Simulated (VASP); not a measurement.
# Pt (P6_3/mmc) in VASP: a series of runs

The runs below take Pt through vibrations by perturbation theory, elastic constants, with PBEsol.

Everything below comes from runs of VASP 6.6.1. Logs are shortened: lines on timing, memory, paths and dates and some standing lists are left out, and cuts for length are marked.

### 1 The cell of the first run

Symmetry: P6_3/mmc, No. 194, hexagonal system. Conventional cell: a = 2.761 Å, b = 2.761 Å, c = 4.792 Å, α = 90.00°, β = 90.00°, γ = 120.00°. Pt (site symmetry -6m2) has 12 Pt at 2.76 to 2.88 Å within 3.6 Å.

### 2 Vibrations by perturbation theory, PBEsol

INCAR

```
SYSTEM = Pt
ALGO = Fast
EDIFF = 1E-8
ENCUT = 520
GGA = PS
IBRION = 8
ISIF = 2
ISMEAR = -1
LASPH = .True.
LCHARG = .True.
LREAL = .False.
LWAVE = .False.
NBANDS = 17
NELM = 60
NSW = 1
PREC = Accurate
SIGMA = 0.05
```

KPOINTS

```
k-points
0
Gamma
  10 10 6
  0 0 0
```

POSCAR

```
Pt
1.0
    2.7606656158      0.0000000000      0.0000000000
   -1.3803328079      2.3908065546      0.0000000000
    0.0000000000      0.0000000000      4.7921340000
Pt
2
Direct
    0.3333333333      0.6666666667      0.2500000000
    0.6666666667      0.3333333333      0.7500000000
```

Potentials or basis: VASP PAW PBE potentials, release 64 (Pt).

Launch:

```console
> cat potpaw_PBE.64/Pt/POTCAR > POTCAR
> mpirun -np 1 vasp_std > vasp.out
```

OUTCAR:

```text
SYSTEM = Pt
   EDIFF = 1E-8
   ENCUT = 520
   GGA = PS
   IBRION = 8
   ISIF = 2
   ISMEAR = -1
   LASPH = .True.
   LREAL = .False.
   NELM = 60
   NSW = 1
   PREC = Accurate

 ion  position               nearest neighbor table
   1  0.333  0.667  0.250-   2 2.88   2 2.88   2 2.88   2 2.88   2 2.88   2 2.88
   2  0.667  0.333  0.750-   1 2.88   1 2.88   1 2.88   1 2.88   1 2.88   1 2.88

  LATTYP: Found a hexagonal cell.
 ALAT       =     2.7606656158
 C/A-ratio  =     1.7358618054

  Lattice vectors:

 A1 = (   2.7606656158,   0.0000000000,   0.0000000000)
 A2 = (  -1.3803328079,   2.3908065546,   0.0000000000)
 A3 = (   0.0000000000,   0.0000000000,   4.7921340000)

Analysis of symmetry for initial positions (statically):
=====================================================================
 Subroutine PRICEL returns:
 Original cell was already a primitive cell.

 Routine SETGRP: Setting up the symmetry group for a
 hexagonal supercell.

 Subroutine GETGRP returns: Found 24 space group operations
 (whereof 12 operations were pure point group operations)
 out of a pool of 24 trial point group operations.

The static configuration has the point symmetry D_3d.
 The point group associated with its full space group is D_6h.

Analysis of symmetry for dynamics (positions and initial velocities):
=====================================================================
 Subroutine PRICEL returns:
 Original cell was already a primitive cell.

 Routine SETGRP: Setting up the symmetry group for a
 hexagonal supercell.

 Subroutine GETGRP returns: Found 24 space group operations
 (whereof 12 operations were pure point group operations)
 out of a pool of 24 trial point group operations.

The dynamic configuration has the point symmetry D_3d.
 The point group associated with its full space group is D_6h.

 Subroutine INISYM returns: Found 24 space group operations
 (whereof 12 operations are pure point group operations),
 and found     1 'primitive' translations

[... 653 lines left out ...]
 POSITION                                       TOTAL-FORCE (eV/Angst)
 -----------------------------------------------------------------------------------
     -0.00000      1.59387      1.19803         0.000000      0.000000      0.000000
      1.38033      0.79694      3.59410         0.000000     -0.000000      0.000000
 -----------------------------------------------------------------------------------
    total drift:                               -0.000000      0.000000     -0.000000

  FREE ENERGIE OF THE ION-ELECTRON SYSTEM (eV)
  ---------------------------------------------------
  free  energy   TOTEN  =       -13.7490164104 eV

  energy  without entropy=      -13.7127367452  energy(sigma->0) =      -13.73087658

[... ionic steps 2 to 3 ...]

--------------------------------------- Ionic step        4  -------------------------------------------

------------------------ aborting loop because EDIFF is reached ----------------------------------------

[... ionic steps 5 to 5 ...]

--------------------------------------- Ionic step        6  -------------------------------------------

 Free energy of the ion-electron system (eV)
  ---------------------------------------------------
  ---------------------------------------------------
  free energy    TOTEN  =        -0.28260690 eV

  energy without entropy =       -0.28260690

------------------------ aborting loop because EDIFF is reached ----------------------------------------

 INTERNAL STRAIN TENSOR  FOR ION    1  DIRECTION 3   (eV/Angst):
 -----------------------------------------------------------------------------
    -0.06982  0.00000  0.00000
     0.00000 -0.06982  0.00000
     0.00000  0.00000  0.14688

 INTERNAL STRAIN TENSOR FOR ION    2 for displacements in x,y,z  (eV/Angst):
          X           Y           Z          XY          YZ          ZX
  --------------------------------------------------------------------------------
  x     0.00000     0.00000     0.00000    -0.22897     0.00000     0.00000
  y    -0.22897     0.22897     0.00000     0.00000     0.00000     0.00000
  z    -0.00000     0.00000     0.00000     0.00000     0.00000     0.00000

 SECOND DERIVATIVES (NOT SYMMETRIZED)
 ------------------------------------
               1X          1Y          1Z          2X          2Y          2Z
  1X     0.420228    0.000000    0.000000   -0.420228    0.000000    0.000000
  1Y     0.000000    0.420228    0.000000    0.000000   -0.420228    0.000000
  1Z     0.000000    0.000000   -8.534639   -0.000000    0.000000    8.534639
  2X    -0.420228    0.000000    0.000000    0.420228    0.000000    0.000000
  2Y     0.000000   -0.420228    0.000000    0.000000    0.420228    0.000000
  2Z    -0.000000    0.000000    8.534639    0.000000    0.000000   -8.534639

 Eigenvectors and eigenvalues of the dynamical matrix
 ----------------------------------------------------

   1 f  =    4.624363 THz    29.055730 2PiTHz  154.252146 cm-1    19.124820 meV
             X         Y         Z           dx          dy          dz
     -0.000000  1.593871  1.198033     0.000000    0.000000   -0.707107
      1.380333  0.796936  3.594100    -0.000000    0.000000    0.707107
[... 11 lines left out ...]
   4 f  =    0.000000 THz     0.000000 2PiTHz    0.000000 cm-1     0.000000 meV
             X         Y         Z           dx          dy          dz
     -0.000000  1.593871  1.198033    -0.000000    0.000000    0.707107
      1.380333  0.796936  3.594100     0.000000    0.000000    0.707107

   5 f/i=    1.026129 THz     6.447358 2PiTHz   34.227976 cm-1     4.243726 meV
             X         Y         Z           dx          dy          dz
     -0.000000  1.593871  1.198033     0.000000    0.707107    0.000000
      1.380333  0.796936  3.594100     0.000000   -0.707107    0.000000

   6 f/i=    1.026129 THz     6.447358 2PiTHz   34.227976 cm-1     4.243726 meV
             X         Y         Z           dx          dy          dz
     -0.000000  1.593871  1.198033     0.707107   -0.000000    0.000000
      1.380333  0.796936  3.594100    -0.707107    0.000000    0.000000

--------------------------------------------------------------------------------------------------------

 ELASTIC MODULI CONTR FROM IONIC RELAXATION (kBar)
 Direction    XX          YY          ZZ          XY          YZ          ZX
 --------------------------------------------------------------------------------
 XX          -0.0000      0.0000      0.0000      0.0000      0.0000      0.0000
 YY           0.0000     -0.0000     -0.0000     -0.0000      0.0000      0.0000
 ZZ           0.0000     -0.0000     -0.0000     -0.0000      0.0000      0.0000
 XY           0.0000     -0.0000     -0.0000     -0.0000      0.0000      0.0000
 YZ           0.0000      0.0000      0.0000      0.0000      0.0000      0.0000
 ZX           0.0000      0.0000      0.0000      0.0000      0.0000      0.0000
 --------------------------------------------------------------------------------
```

OSZICAR:

```text
N       E                     dE             d eps       ncg     rms          rms(c)
DAV:   1     0.103255298128E+03    0.10326E+03   -0.10502E+04  1904   0.113E+03
DAV:   2    -0.127449507850E+02   -0.11600E+03   -0.11008E+03  2038   0.246E+02
DAV:   3    -0.146603671589E+02   -0.19154E+01   -0.18975E+01  2435   0.315E+01
[... 48 lines left out ...]
RMM:  10    -0.282606778326E+00   -0.61415E-06   -0.14880E-06  4467   0.281E-04    0.247E-05
RMM:  11    -0.282606941069E+00   -0.16274E-06   -0.13287E-06  4463   0.221E-04    0.634E-06
RMM:  12    -0.282606911675E+00    0.29394E-07   -0.10423E-06  4448   0.197E-04    0.184E-06
RMM:  13    -0.282606892872E+00    0.18804E-07   -0.24197E-07  4546   0.191E-04    0.627E-07
RMM:  14    -0.282606898493E+00   -0.56213E-08   -0.25126E-07  3974   0.190E-04    0.182E-07
RMM:  15    -0.282606898203E+00    0.28995E-09   -0.15381E-07  3741   0.190E-04    0.576E-08
 Linear response finished
```

stdout:

```text
POSCAR found type information on POSCAR Pt
 POSCAR found :  1 types and       2 ions
 scaLAPACK will be used
 -----------------------------------------------------------------------------
|                                                                             |
|                                                                             |
|     You enforced a specific xc type in the INCAR file but a different       |
|     I HOPE YOU KNOW WHAT YOU ARE DOING!                                     |
|                                                                             |
 -----------------------------------------------------------------------------

 LDA part: xc-table for (Slater+PW92), standard interpolation
 POSCAR, INCAR and KPOINTS ok, starting setup
 FFT: planning ... GRIDC
 FFT: planning ... GRID_SOFT
 FFT: planning ... GRID
 WAVECAR not read
 entering main loop
 Linear response reoptimize wavefunctions to high precision
 Linear response DOF=           2
 Linear response progress:
 first order change of Fermi-energy  -0.11954E-04
 force on displaced ion       1 direction 1 :   0.420   0.000   0.000
 Linear response progress:
 first order change of Fermi-energy   0.18240E-03
 force on displaced ion       1 direction 3 :  -0.000  -0.000  -8.535
 Linear response finished
```

Wall time 2.1 min (1 thread of Intel Xeon 6975P-C (Granite Rapids), shared host); peak memory 0.33 GiB.

What came out:

```yaml
Highest_phonon_frequency_at_Γ: 154 cm⁻¹
Most_unstable_mode: 34i cm⁻¹
```

Phonon frequencies in cm⁻¹ (negative: imaginary):
```
              q point        frequencies
(0.000, 0.000, 0.000)  -34 -34 0 0 0 154
```

Caveat: the cell wasn't relaxed at this level first, which shifts response properties; some modes are imaginary; the PAW data sets were made with another functional, which shifts forces and pressure a little; spin-orbit coupling is left out, which moves the levels of the heavy elements.

### 3 Elastic constants, PBEsol

INCAR

```
ALGO     = Fast           # electronic algorithm
EDIFF    = 1E-8           # SCF threshold, eV
ENCUT    = 600            # plane-wave cutoff, eV
GGA      = PS             # functional
IBRION   = 6              # ionic algorithm
ISIF     = 3              # what is computed and relaxed
ISMEAR   = -1             # smearing method
LASPH    = T              # aspherical terms in the spheres
LCHARG   = F              # write CHGCAR
LREAL    = F              # projectors in reciprocal space
LWAVE    = F              # write WAVECAR
NELM     = 100            # most SCF steps
NFREE    = 2            
NSW      = 1              # ionic steps
POTIM    = 0.015          # step
PREC     = Accurate       # precision mode
SIGMA    = 0.05           # smearing width, eV
```

KPOINTS

```
k-points
0
Gamma
  10 10 6
```

POSCAR is that of step 2.

Potentials or basis: VASP PAW PBE potentials, release 64 (Pt).

Launch:

```console
> cat potpaw_PBE.64/Pt/POTCAR > POTCAR
> mpirun -np 1 vasp_std > vasp.out
```

Wall time 6.6 min (1 thread of Intel Xeon 6975P-C (Granite Rapids), shared host); peak memory 0.32 GiB.

It converged, with:

```
Voigt bulk modulus            : 234 GPa
Highest phonon frequency at Γ : 154 cm⁻¹
Most unstable mode            : 34i cm⁻¹
```

Phonon frequencies in cm⁻¹ (negative: imaginary):
| q point | frequencies |
| --- | --- |
| (0.000, 0.000, 0.000) | -34 -34 0 0 0 154 |

Elastic tensor in Voigt notation (GPa, in the Cartesian axes of the cell as first typed):
```
387 175 173   0   0   0
175 387 173   0   0   0
173 173 293   0   0   0
  0   0   0   9   0   0
  0   0   0   0   9   0
  0   0   0   0   0 106
```

Clamped-ion elastic tensor (GPa):
```
387 175 173   0   0   0
175 387 173   0   0   0
173 173 293   0   0   0
  0   0   0   9   0   0
  0   0   0   0   9   0
  0   0   0   0   0 106
```

Caveat: the cell is under stress, which shifts elastic constants; some modes are imaginary; the PAW data sets were made with another functional, which shifts forces and pressure a little; spin-orbit coupling is left out, which moves the levels of the heavy elements.
